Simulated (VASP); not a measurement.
Here is a VASP 6.6.1 calculation.

Contents of INCAR:

```
SYSTEM = NaLa
PREC = Accurate ; ENCUT = 520
EDIFF = 1E-7 ; ISMEAR = 0
SIGMA = 0.1 ; LREAL = .FALSE.
LASPH = .TRUE. ; NELM = 60
ALGO = Normal ; ISIF = 2
LWAVE = .FALSE. ; LCHARG = .FALSE.
GGA = PE ; NBANDS = 16
```

The input KPOINTS:

```
Automatic mesh
0
G
  7 7 4
  0 0 0
```

The input POSCAR:

```
NaLa
1.0
    3.6062507687      0.0000000000      0.0000000000
   -1.8031253843      3.1231047781      0.0000000000
    0.0000000000      0.0000000000      6.4837820000
La Na
1 1
Direct
    0.3333333333      0.6666666667      0.5000000000
    0.0000000000      0.0000000000      0.0000000000
```

Potentials or basis: VASP PAW PBE potentials, release 64 (La, Na_pv).

Command:

```console
$ cat potpaw_PBE.64/La/POTCAR potpaw_PBE.64/Na_pv/POTCAR > POTCAR
$ mpirun -np 1 vasp_std > vasp.out
```

(1) What does it give for the pressure?

(2) Estimate the band gap on the k mesh.

## Answers

(1) -0.2 GPa.

(2) zero (bands 9 and 10 overlap by 0.68 eV).

Caveat: spin-orbit coupling is left out, which moves the levels of the heavy elements.
